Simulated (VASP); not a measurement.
# WS2 (Tungstenite) (P6_3/mmc) in VASP: notebook

The runs below take WS2 (Tungstenite) through single point, with RPBE+D3(BJ), PBE, PBE+D3(BJ).

Program: VASP 6.6.1. These are calculated values, not measurements. Logs are shortened: lines on timing, memory, paths and dates and some standing lists are left out, and cuts for length are marked.

### Step 1. The cell of the first run

The structure is hexagonal, space group P6_3/mmc (No. 194). Conventional cell: a = 3.222 Å, b = 3.222 Å, c = 12.664 Å, α = 90.00°, β = 90.00°, γ = 120.00°. Within 3.2 Å of W (site symmetry -6m2) lie 6 S at 2.44 Å. S (site symmetry 3m) has 3 W at 2.44 Å and 1 S at 3.17 Å within 3.2 Å.

### Step 2. Single point, RPBE+D3(BJ)

Contents of INCAR:

```
SYSTEM = WS2
ALGO = Normal ; EDIFF = 1E-6
ENCUT = 520 ; GGA = RP
ISIF = 2 ; ISMEAR = -1
IVDW = 12 ; LASPH = .TRUE.
LCHARG = .TRUE. ; LELF = .TRUE.
LREAL = .FALSE. ; LVHAR = .TRUE.
LWAVE = .FALSE. ; NBANDS = 35
NELM = 80 ; PREC = Accurate
SIGMA = 0.05
```

Contents of KPOINTS:

```
k-points
0
G
  10 10 3
  0 0 0
```

Contents of POSCAR:

```
WS2
1.0
    3.2218469041      0.0000000000      0.0000000000
   -1.6109234521      2.7902012661      0.0000000000
    0.0000000000      0.0000000000     12.6644925478
W S
2 4
Direct
    0.6666666667      0.3333333333      0.7500000000
    0.3333333333      0.6666666667      0.2500000000
    0.6666666667      0.3333333333      0.3750000000
    0.3333333333      0.6666666667      0.8750000000
    0.6666666667      0.3333333333      0.1250000000
    0.3333333333      0.6666666667      0.6250000000
```

Potentials or basis: VASP PAW PBE potentials, release 64 (W_sv, S).

On the command line:

```sh
$ cat potpaw_PBE.64/W_sv/POTCAR potpaw_PBE.64/S/POTCAR > POTCAR
$ mpirun -np 1 vasp_std > vasp.out
```

OUTCAR:

```text
SYSTEM = WS2
   EDIFF = 1E-6
   ENCUT = 520
   GGA = RP
   ISIF = 2
   ISMEAR = -1
   IVDW = 12
   LASPH = .TRUE.
   LREAL = .FALSE.
   NELM = 80
   PREC = Accurate
 IVDW          = 12

 ion  position               nearest neighbor table
   1  0.667  0.333  0.750-   4 2.44   6 2.44   4 2.44   6 2.44   4 2.44   6 2.44
   2  0.333  0.667  0.250-   3 2.44   5 2.44   3 2.44   5 2.44   3 2.44   5 2.44
   3  0.667  0.333  0.375-   2 2.44   2 2.44   2 2.44
   4  0.333  0.667  0.875-   1 2.44   1 2.44   1 2.44
   5  0.667  0.333  0.125-   2 2.44   2 2.44   2 2.44
   6  0.333  0.667  0.625-   1 2.44   1 2.44   1 2.44

  LATTYP: Found a hexagonal cell.
 ALAT       =     3.2218469041
 C/A-ratio  =     3.9308176101

  Lattice vectors:

 A1 = (   3.2218469041,   0.0000000000,   0.0000000000)
 A2 = (  -1.6109234521,   2.7902012661,   0.0000000000)
 A3 = (   0.0000000000,   0.0000000000,  12.6644925478)

Analysis of symmetry for initial positions (statically):
=====================================================================
 Subroutine PRICEL returns:
 Original cell was already a primitive cell.

 Routine SETGRP: Setting up the symmetry group for a
 hexagonal supercell.

 Subroutine GETGRP returns: Found 24 space group operations
 (whereof 12 operations were pure point group operations)
 out of a pool of 24 trial point group operations.

The static configuration has the point symmetry D_3d.
 The point group associated with its full space group is D_6h.

Analysis of symmetry for dynamics (positions and initial velocities):
=====================================================================
 Subroutine PRICEL returns:
 Original cell was already a primitive cell.

 Routine SETGRP: Setting up the symmetry group for a
 hexagonal supercell.

 Subroutine GETGRP returns: Found 24 space group operations
 (whereof 12 operations were pure point group operations)
 out of a pool of 24 trial point group operations.

The dynamic configuration has the point symmetry D_3d.
 The point group associated with its full space group is D_6h.

 Subroutine INISYM returns: Found 24 space group operations
 (whereof 12 operations are pure point group operations),
 and found     1 'primitive' translations

----------------------------------------------------------------------------------------

                                     Primitive cell
[... 99 lines left out ...]
   EDIFF  = 0.1E-05   stopping-criterion for ELM
   LREAL  =      F    real-space projection
   EDIFFG = 0.1E-04   stopping-criterion for IOM
   NSW    =      0    number of steps for IOM
   IBRION =     -1    ionic relax: 0-MD 1-quasi-New 2-CG
   NFREE  =      0    steps in history (QN), initial steepest desc. (CG)
   ISIF   =      2    stress and relaxation
   ISYM   =      2    0-nonsym 1-usesym 2-fastsym
   POTIM  = 0.5000    time-step for ionic-motion
   TEBEG  =    0.0;   TEEND  =   0.0 temperature during run
   PSTRESS=    0.0 pullay stress
   NELECT =      52.0000    total number of electrons
   NUPDOWN=      -1.0000    fix difference up-down
   EMIN   =  10.00;   EMAX   =-10.00  energy-range for DOS
   EFERMI =   0.00;   METHOD = LEGACY
   ISMEAR =    -1;   SIGMA  =   0.05  broadening in eV -4-tet -1-fermi 0-gaus
   EFERMI_NEDOS =   21; number of points for ismear=-14 and -15
   IALGO  =     38    algorithm
   IMIX   =      4    mixing-type and parameters
     AMIX     =   0.40;   BMIX     =  1.00
     AMIX_MAG =   1.60;   BMIX_MAG =  1.00
  volume/ion in A,a.u.               =      18.97       128.05
  Fermi-wavevector in a.u.,A,eV,Ry     =   1.260762  2.382495 21.626753  1.589522
  Thomas-Fermi vector in A             =   2.394256
   LORBIT       =      0    0 simple, 1 ext, 2 COOP (PROOUT), +10 PAW based schemes
   GGA     = RP    functional components
   LHFCALC =     F    Hartree Fock is set to
   AEXX    =    0.0000 exact exchange contribution
   IVDW    =    12    specifies the selected vdW correction
   LEPSILON=     F    determine dielectric tensor
   LRPA    =     F    only Hartree local field effects (RPA)
 non-spin polarized calculation
  energy-cutoff  :      520.00
  volume of cell :      113.85
 maximum number of plane-waves:      3101
 NGX is ok and might be reduce to    24
   NGX = 11   NGY = 11   NGZ = 47

 number of electron      52.0000012 magnetization

 Free energy of the ion-electron system (eV)
  ---------------------------------------------------
  ext. energy  EPLUGINS =         0.00000000
  ---------------------------------------------------
  free energy    TOTEN  =       -44.78837967 eV

  energy without entropy =      -44.78837945  energy(sigma->0) =      -44.78837956

 E-fermi :   7.2438     XC(G=0): -10.4190

 val. band max:        6.7006826160   @ k =   0.0000   0.0000   0.0000
 cond. band min:       7.9164891362   @ k =   0.2000   0.2000   0.0000
 fundamental gap:      1.2158065202
 Fermi energy:         7.2437505576

 k-point     1 :       0.0000    0.0000    0.0000
  band No.  band energies     occupation
      1     -67.9906      2.00000
      2     -67.9905      2.00000
      3     -32.1783      2.00000
      4     -32.1783      2.00000
      5     -32.0666      2.00000
      6     -32.0666      2.00000
[... 901 lines left out ...]
     34      10.6678      0.00000
     35      11.6355      0.00000

 [... further k-points ...]

------------------------ aborting loop because EDIFF is reached ----------------------------------------

 Edisp (eV)  -11.95296

 E8    (eV) :    -7.7748

  FORCE on cell =-STRESS in cart. coord.  units (eV):
  Direction    XX          YY          ZZ          XY          YZ          ZX
  --------------------------------------------------------------------------------------
  -------------------------------------------------------------------------------------
  Total     -15.55574   -15.55574    -9.39912     0.00000     0.00000    -0.00000
  in kB    -218.91373  -218.91373  -132.27256     0.00000     0.00000    -0.00000
  external pressure =     -190.03 kB  Pullay stress =        0.00 kB

 VOLUME and BASIS-vectors are now :
 -----------------------------------------------------------------------------
  energy-cutoff  :      520.00
  volume of cell :      113.85
      direct lattice vectors                 reciprocal lattice vectors
     3.221846904  0.000000000  0.000000000     0.310380980  0.179198542  0.000000000
    -1.610923452  2.790201266  0.000000000     0.000000000  0.358397085  0.000000000
     0.000000000  0.000000000 12.664492548     0.000000000  0.000000000  0.078960921

 POSITION                                       TOTAL-FORCE (eV/Angst)
 -----------------------------------------------------------------------------------
      1.61092      0.93007      9.49837         0.000000      0.000000      0.000000
     -0.00000      1.86013      3.16612        -0.000000     -0.000000      0.000000
      1.61092      0.93007      4.74918        -0.000000     -0.000000     -1.013066
     -0.00000      1.86013     11.08143         0.000000      0.000000     -1.013066
      1.61092      0.93007      1.58306        -0.000000     -0.000000      1.013066
     -0.00000      1.86013      7.91531         0.000000      0.000000      1.013066
 -----------------------------------------------------------------------------------
    total drift:                               -0.000000      0.000000     -0.000000

  FREE ENERGIE OF THE ION-ELECTRON SYSTEM (eV)
  ---------------------------------------------------
  free  energy   TOTEN  =       -56.7413349677 eV

  energy  without entropy=      -56.7413347509  energy(sigma->0) =      -56.74133486
```

Wall time 1.8 min (1 thread of Intel Xeon 6975P-C, shared host); peak memory 0.28 GiB.

What came out:

```
Free energy                : -56.7413 eV
Pressure                   : -19.0 GPa
Largest force              : 1.013 eV/Å
Band gap on the k mesh     : 1.22 eV, indirect (least direct gap 1.99 eV)
Dispersion energy per atom : -1.992 eV
```

Forces in eV/Å, atoms in the order of the input:
```
W    0.000  0.000  0.000
W    0.000  0.000  0.000
S    0.000  0.000 -1.013
S    0.000  0.000 -1.013
S    0.000  0.000  1.013
S    0.000  0.000  1.013
```

Stress tensor (GPa, compression positive):
```
-21.89   0.00   0.00
  0.00 -21.89   0.00
  0.00   0.00 -13.23
```

Levels at points of the mesh, in eV from the valence-band top:
```tsv
k point	band 24	band 25	band 26	band 27	band 28	band 29
(0.00, 0.00, 0.00)	-1.54	-0.92	0.00	2.21	2.21	2.22
(0.50, 0.00, 0.00)	-1.80	-1.54	-1.39	2.15	2.18	2.52
```

Caveat: the PAW data sets were made with another functional, which shifts forces and pressure a little; spin-orbit coupling is left out, which moves the levels of the heavy elements. RPBE gaps usually lie below the measured ones, often by a third to a half.

### Step 3. Single point, PBE

Contents of INCAR:

```
PREC = Accurate
ENCUT = 520
EDIFF = 1E-6
ISMEAR = -1
SIGMA = 0.05
LREAL = False
LASPH = True
NELM = 60
ALGO = Normal
ISIF = 2
LWAVE = False
LCHARG = False
GGA = PE
NBANDS = 35
```

Contents of KPOINTS:

```
Automatic mesh
0
Gamma
  10 10 3
```

POSCAR is that of step 2.

Potentials or basis: VASP PAW PBE potentials, release 64 (W_sv, S).

On the command line:

```sh
$ cat potpaw_PBE.64/W_sv/POTCAR potpaw_PBE.64/S/POTCAR > POTCAR
$ mpirun -np 1 vasp_std > vasp.out
```

Run time: 86 s. Hardware: 1 thread of Intel Xeon 6975P-C, shared host; peak memory 0.27 GiB.

It converged, with:

| Property | Result |
| --- | --- |
| Free energy | -47.2608 eV |
| Pressure | -3.7 GPa |
| Largest force | 0.521 eV/Å |
| Band gap on the k mesh | 1.16 eV, indirect (least direct gap 1.98 eV) |

Forces in eV/Å, atoms in the order of the input:
```
W    0.000  0.000  0.000
W    0.000  0.000  0.000
S    0.000  0.000 -0.521
S    0.000  0.000 -0.521
S    0.000  0.000  0.521
S    0.000  0.000  0.521
```

Stress tensor (GPa, compression positive):
```
-4.06  0.00  0.00
 0.00 -4.06  0.00
 0.00  0.00 -2.82
```

Levels at points of the mesh, in eV from the valence-band top:
```
           k point  band 24  band 25  band 26  band 27  band 28  band 29
(0.00, 0.00, 0.00)    -1.53    -0.96     0.00     2.20     2.20     2.21
(0.50, 0.00, 0.00)    -1.79    -1.55    -1.40     2.13     2.16     2.48
```

Caveat: spin-orbit coupling is left out, which moves the levels of the heavy elements; this functional lacks dispersion, which binds the layers, so the pressure and a relaxed spacing across them are unreliable.

### Step 4. Single point, PBE+D3(BJ)

This run uses another cell than the first one, of 19.34 Å³/atom, 1.019 times its volume.

Contents of INCAR:

```
SYSTEM = WS2
ALGO     = Normal         ! electronic algorithm
EDIFF    = 1E-6           ! SCF threshold, eV
ENCUT    = 520            ! plane-wave cutoff, eV
GGA      = PE             ! functional
ISIF     = 2              ! what is computed and relaxed
ISMEAR   = -1             ! smearing method
IVDW     = 12             ! dispersion correction
LASPH    = .True.         ! aspherical terms in the spheres
LCHARG   = .False.        ! write CHGCAR
LREAL    = .False.        ! projectors in reciprocal space
LWAVE    = .False.        ! write WAVECAR
NBANDS   = 35             ! bands
NELM     = 80             ! most SCF steps
PREC     = Accurate       ! precision mode
SIGMA    = 0.05           ! smearing width, eV
```

Contents of KPOINTS:

```
k-points
0
Gamma
  10 10 3
  0 0 0
```

Changes to POSCAR since step 3:

```diff
@@ -2,5 +2,5 @@
 1.0
-    3.2218469041      0.0000000000      0.0000000000
-   -1.6109234521      2.7902012661      0.0000000000
-    0.0000000000      0.0000000000     12.6644925478
+    3.2423687753      0.0000000000      0.0000000000
+   -1.6211843877      2.8079737278      0.0000000000
+    0.0000000000      0.0000000000     12.7451602803
 W S
```

On the command line:

```sh
$ cat potpaw_PBE.64/W_sv/POTCAR potpaw_PBE.64/S/POTCAR > POTCAR
$ mpirun -np 1 vasp_std > vasp.out
```

Wall time 92 s (1 thread of Intel Xeon 6975P-C, shared host); peak memory 0.28 GiB.

Results (log left out):

```
Free energy                : -49.5338 eV
Pressure                   : -9.5 GPa
Largest force              : 0.806 eV/Å
Band gap on the k mesh     : 1.17 eV, indirect (least direct gap 1.93 eV)
Dispersion energy per atom : -0.390 eV
```

Forces in eV/Å, atoms in the order of the input:
```
W    0.000  0.000  0.000
W    0.000  0.000  0.000
S    0.000  0.000 -0.806
S    0.000  0.000 -0.806
S    0.000  0.000  0.806
S    0.000  0.000  0.806
```

Stress tensor (GPa, compression positive):
```
-9.85  0.00  0.00
 0.00 -9.85  0.00
 0.00  0.00 -8.91
```

Levels at points of the mesh, in eV from the valence-band top:
| k point | band 22 | band 23 | band 24 | band 25 | band 26 | band 27 | band 28 | band 29 | band 30 | band 31 |
| --- | --- | --- | --- | --- | --- | --- | --- | --- | --- | --- |
| (0.00, 0.00, 0.00) | -2.10 | -2.10 | -1.51 | -0.90 | 0.00 | 2.17 | 2.17 | 2.18 | 2.18 | 2.21 |
| (0.50, 0.00, 0.00) | -2.56 | -1.91 | -1.77 | -1.50 | -1.35 | 2.08 | 2.12 | 2.44 | 2.60 | 3.05 |

Caveat: spin-orbit coupling is left out, which moves the levels of the heavy elements. A k mesh can miss the band edges.

### Step 5. Single point, RPBE+D3(BJ)

This run uses another cell than the first one, of 19.34 Å³/atom, 1.019 times its volume.

Contents of INCAR:

```
PREC = Accurate
ENCUT = 520
EDIFF = 1E-6
ISMEAR = -1
SIGMA = 0.05
LREAL = F
LASPH = T
NELM = 80
ALGO = Normal
ISIF = 2
LWAVE = F
LCHARG = F
GGA = RP
IVDW = 12
NBANDS = 35
```

Contents of KPOINTS:

```
Automatic mesh
0
Gamma
  10 10 3
```

POSCAR is that of step 4.

On the command line:

```sh
$ cat potpaw_PBE.64/W_sv/POTCAR potpaw_PBE.64/S/POTCAR > POTCAR
$ mpirun -np 1 vasp_std > vasp.out
```

Run time: 1.9 min. Hardware: 1 thread of Intel Xeon 6975P-C, shared host; peak memory 0.28 GiB.

It converged, with:

```yaml
Free_energy: -56.4686 eV
Pressure: -21.0 GPa
Largest_force: 1.314 eV/Å
Band_gap_on_the_k_mesh: 1.23 eV, indirect (least direct gap 1.94 eV)
Dispersion_energy_per_atom: -1.952 eV
```

Forces in eV/Å, atoms in the order of the input:
```
W    0.000  0.000  0.000
W    0.000  0.000  0.000
S    0.000  0.000 -1.314
S    0.000  0.000 -1.314
S    0.000  0.000  1.314
S    0.000  0.000  1.314
```

Stress tensor (GPa, compression positive):
```
-23.73   0.00   0.00
  0.00 -23.73   0.00
  0.00   0.00 -15.56
```

Levels at points of the mesh, in eV from the valence-band top:
```csv
k point,band 22,band 23,band 24,band 25,band 26,band 27,band 28,band 29,band 30,band 31
"(0.00, 0.00, 0.00)",-2.09,-2.09,-1.52,-0.86,0.00,2.18,2.18,2.19,2.19,2.21
"(0.50, 0.00, 0.00)",-2.57,-1.92,-1.78,-1.49,-1.35,2.11,2.14,2.47,2.62,3.10
```

Caveat: the PAW data sets were made with another functional, which shifts forces and pressure a little; spin-orbit coupling is left out, which moves the levels of the heavy elements. A k mesh can miss the band edges.

[end of part 1 of 2]
